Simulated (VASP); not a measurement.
Here is a VASP 6.6.1 calculation.

File INCAR:

```
PREC = Accurate
ENCUT = 520
EDIFF = 1E-6
ISMEAR = -1
SIGMA = 0.08
LREAL = False
LASPH = True
NELM = 60
ALGO = Normal
ISIF = 2
LWAVE = False
LCHARG = False
GGA = CA
NBANDS = 16
```

KPOINTS

```
Automatic mesh
0
Gamma
  17 17 17
```

The input POSCAR:

```
TiN
1.0
    0.0000000000      2.0858714114      2.0858714114
    2.0858714114      0.0000000000      2.0858714114
    2.0858714114      2.0858714114      0.0000000000
Ti N
1 1
Direct
    0.0000000000      0.0000000000      0.0000000000
    0.5000000000      0.5000000000      0.5000000000
```

Potentials or basis: VASP PAW LDA potentials, release 64 (Ti_sv, N).

The run is started by

```bash
$ cat potpaw_LDA.64/Ti_sv/POTCAR potpaw_LDA.64/N/POTCAR > POTCAR
$ mpirun -np 1 vasp_std > vasp.out
```

**Question.** What does it give for the pressure?

**Answer.** 1.1 GPa.
